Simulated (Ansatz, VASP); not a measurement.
## One calculation of Li3SiS2, two programs

```xyz
6
Lattice="3.3880 1.9561 3.5380 -3.3880 1.9561 3.5380 0.0000 -3.9122 3.5380" Properties=species:S:1:pos:R:3 pbc="T T T"
Li   -1.6940    0.9780    1.7690
Li    1.6940    0.9780    1.7690
Li    0.0000   -1.9561    1.7690
Si    0.0000    0.0000    5.3070
S     0.0000    0.0000    7.6999
S     0.0000    0.0000    2.9141
```

Alike in both runs: task relaxation of cell and atoms; functional PBE; k mesh 6 × 6 × 6; occupations gaussian, width 0.1 eV; no spin polarisation.

|  | VASP | Ansatz |
| --- | --- | --- |
| version | VASP 6.6.1 | Ansatz 0.2.0 |
| potentials or method | VASP PAW PBE potentials, release 64 (Li_sv, Si, S), cutoff 600 eV | scalar-relativistic, plane waves, PAW |
| valence electrons in the cell | 25 | 25 |

```tsv
	VASP	Ansatz	Ansatz less VASP
gap on the k mesh at the Fermi level, each at its own relaxed structure (eV)	none	none	-
relaxed volume (Å³/atom)	23.44	23.53	+0.092
relaxed length of the cell vector where the two differ most in proportion (Å)	5.279	5.283	+0.0037
```

A gap of «none» marks a metal or a gap that the smearing closes.

Noted on VASP's run: the cutoff is under 1.25 times that of the potentials, so the pressure is a little rough.
